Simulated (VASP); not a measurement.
LiCl:

```
Li Cl
1.0
     4.09903    0.00000    0.00000
    -2.04951    3.54986    0.00000
     0.00000    0.00000    5.30495
Li Cl
2 2
Direct
  0.33333 0.66667 0.25000
  0.66667 0.33333 0.75000
  0.66667 0.33333 0.25000
  0.33333 0.66667 0.75000
```

This cell differs from its parent crystal: epitaxial xy strain -1.5%.

Base run:

```yaml
Program: VASP 6.6.1
Functional: PBE
Potentials_or_basis: VASP PAW PBE potentials, release 64 (Li_sv, Cl)
Cutoff: 520 eV
k_mesh: 12 × 12 × 6
Occupations: fermi-dirac, width 0.02 eV
Spin: no spin polarisation
```

Its results: band gap on the k mesh 5.68 eV.

Task: The run is repeated on the same cell with these changes: functional from PBE to r2SCAN; occupations from fermi-dirac, width 0.02 eV to gaussian, width 0.01 eV. What comes out?

Result: Band gap on the k mesh 6.38 eV.

A k mesh can miss the band edges.
